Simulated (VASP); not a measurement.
## SnO: single point with LDA

SnO:

```
CELL_PARAMETERS angstrom
3.81370 0.00000 0.00000
0.00000 3.81370 0.00000
0.00000 0.00000 4.88691
ATOMIC_POSITIONS crystal
Sn 0.50000 0.00000 0.76463
Sn 0.00000 0.50000 0.23537
O 0.00000 0.00000 0.00000
O 0.50000 0.50000 0.00000
```

```json
{
  "Program": "VASP 6.6.1",
  "Task": "single point",
  "Functional": "LDA",
  "Potentials or basis": "VASP PAW LDA potentials, release 64 (Sn_d, O)",
  "Cutoff": "520 eV",
  "k mesh": "4 × 4 × 3",
  "Occupations": "fermi-dirac, width 0.05 eV",
  "Spin": "no spin polarisation"
}
```

```json
{"Pressure": "-3.0 GPa", "Largest force": "0.107 eV/Å", "Band gap on the k mesh": "0.22 eV, indirect (least direct gap 2.03 eV)"}
```

Forces on the atoms (eV/Å):
```
Sn   0.000  0.000  0.107
Sn   0.000  0.000 -0.107
O    0.000  0.000  0.000
O    0.000  0.000  0.000
```

Stress tensor (GPa, compression positive):
```
-3.16  0.00  0.00
 0.00 -3.16  0.00
 0.00  0.00 -2.60
```

Levels at points of the mesh, in eV from the valence-band top:
```tsv
k point	band 18	band 19	band 20	band 21	band 22	band 23
(0.00, 0.00, 0.00)	-3.10	-3.10	0.00	2.04	4.15	4.79
(0.50, 0.00, 0.00)	-4.79	-2.58	-2.58	3.13	3.13	5.85
(0.50, 0.50, 0.00)	-2.43	-1.81	-1.81	0.22	0.22	4.44
```

Run time: 23 s on 1 thread of Intel(R) Xeon(R) Platinum 8259CL CPU @ 2.50GHz (Skylake/Cascade Lake) (shared host), peak memory 0.15 GiB.

Caveat: the k points lie up to 0.43 Å⁻¹ apart; spin-orbit coupling is left out, which moves the levels of the heavy elements. A k mesh can miss the band edges.
